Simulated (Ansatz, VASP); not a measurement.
MoS2: VASP beside Ansatz

Contents of INCAR:

```
SYSTEM = MoS2
  ALGO = Normal
  EDIFF = 1E-7
  EDIFFG = -0.01
  ENCUT = 600
  GGA = PE
  IBRION = 2
  ISIF = 3
  ISMEAR = -1
  LASPH = .TRUE.
  LCHARG = .FALSE.
  LREAL = .FALSE.
  LWAVE = .FALSE.
  NELM = 100
  NSW = 80
  PREC = Accurate
  SIGMA = 0.05
```

KPOINTS

```
k-points
0
G
  6 6 5
  0 0 0
```

POSCAR

```
MoS2
1.0
    3.1479925200     -1.9297820300      0.0000000000
    3.1479925200      1.9297820300      0.0000000000
   -0.0030992400      0.0000000000      4.4393295900
Mo S
1 2
Direct
    0.0000000000      0.0000000000      0.0000000000
    0.6879000000      0.6879000000      0.2889000000
    0.3121000000      0.3121000000      0.7111000000
```

input.yaml

```yaml
crystal:
  lattice:
    - [3.14799252, -1.92978203, 0.0]
    - [3.14799252, 1.92978203, 0.0]
    - [-0.00309924, 0.0, 4.43932959]
  atoms:
    - { symbol: Mo, position: [0.0, 0.0, 0.0] }
    - { symbol: S, position: [0.6879, 0.6879, 0.2889] }
    - { symbol: S, position: [0.3121, 0.3121, 0.7111] }
kpoints:
  mp_grid: { grid: [6, 6, 5] }
scf:
  occupations: { method: fermi_dirac, width: 0.05 }
hamiltonian:
  xc: pbe
  pseudopotentials: { kind: all_electron, lapw: { basis_error: 0.002 } }
output:
  forces: true
  stress: true
relax:
  f_tol: 0.01
  max_steps: 60
  cell: {}
```

Alike in both runs: task relaxation of cell and atoms; functional PBE; k mesh 6 × 6 × 5; occupations fermi-dirac, width 0.05 eV; no spin polarisation.

```csv
,VASP,Ansatz
version,VASP 6.6.1,Ansatz 0.2.0
potentials or method,"VASP PAW PBE potentials, release 64 (Mo_sv, S), cutoff 600 eV","all-electron LAPW, scalar-relativistic"
```

VASP gave:

```
relaxed volume (Å³/atom)                                     : 19.49
relaxed cell length with the largest relative difference (Å) : 6.574
```

**Question.** Estimate Ansatz's values.

**Answer.** Relaxed volume (Å³/atom): 20.94; relaxed cell length with the largest relative difference (Å): 7.089.

One of these differences is far larger than is usual between the two programs; its cause wasn't traced. Ansatz ran all-electron here, and VASP with PAW potentials.

Noted on Ansatz's run: the k mesh is thin for a metal, which can move the energy by tens of meV per atom; the volume moved by over 15 % at a fixed basis, so the end points are rough.
